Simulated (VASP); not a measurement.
Set up this calculation in VASP 6.6.1, as the native input.

```yaml
Task: density of states
Functional: PBEsol
Dispersion: D4
Potentials_or_basis: VASP PAW PBE potentials, release 64 (Nb_sv)
Cutoff: 520 eV
k_mesh: 11 × 11 × 11
Occupations: fermi-dirac, width 0.05 eV
Spin: no spin polarisation
Dipole_correction: no
k_mesh_for_the_DOS: 17 × 17 × 17
Occupations_for_the_DOS: tetrahedron
Further_INCAR_settings: ALGO = Normal; EDIFF = 1e-07; NBANDS = 12
```

The system is Nb.

```
Nb
1.0
     0.00000    2.11500    2.11500
     2.11500    0.00000    2.11500
     2.11500    2.11500    0.00000
Nb
1
Cartesian
  0.0000 0.0000 0.0000
```

The input as run:

POSCAR

```
Nb
1.0
    0.0000000000      2.1150000000      2.1150000000
    2.1150000000      0.0000000000      2.1150000000
    2.1150000000      2.1150000000      0.0000000000
Nb
1
Direct
    0.0000000000      0.0000000000      0.0000000000
```

INCAR.step1

```
  PREC = Accurate
  ENCUT = 520
  EDIFF = 1E-7
  ISMEAR = -1
  SIGMA = 0.05
  LREAL = False
  LASPH = True
  NELM = 80
  ALGO = Normal
  ISIF = 2
  LWAVE = False
  LCHARG = True
  LMAXMIX = 4
  GGA = PS
  IVDW = 13
  NBANDS = 12
```

KPOINTS.step1

```
Automatic mesh
0
Gamma
  11 11 11
```

INCAR.step2

```
  PREC = Accurate
  ENCUT = 520
  EDIFF = 1E-7
  ISMEAR = -5
  SIGMA = 0.05
  LREAL = False
  LASPH = True
  NELM = 80
  ALGO = Normal
  ISIF = 2
  LWAVE = False
  LCHARG = False
  LMAXMIX = 4
  GGA = PS
  IVDW = 13
  LORBIT = 11
  NBANDS = 12
  NEDOS = 2001
  ICHARG = 11
```

KPOINTS.step2

```
Automatic mesh
0
Gamma
  17 17 17
```

Potentials or basis: VASP PAW PBE potentials, release 64 (Nb_sv).

Launch:

```bash
$ cat potpaw_PBE.64/Nb_sv/POTCAR > POTCAR
$ cp INCAR.step1 INCAR
$ cp KPOINTS.step1 KPOINTS
$ mpirun -np 1 vasp_std > vasp.out
$ cp INCAR.step2 INCAR
$ cp KPOINTS.step2 KPOINTS
$ mpirun -np 1 vasp_std > vasp.out
```

Results of the run:

* Valence electrons inside the program's atomic spheres: Nb 10.62
* Dispersion energy per atom: -0.186 eV

It took 28 s on 1 thread of Intel(R) Xeon(R) Platinum 8259CL CPU @ 2.50GHz (Skylake/Cascade Lake), on a shared host, peak memory 0.16 GiB.
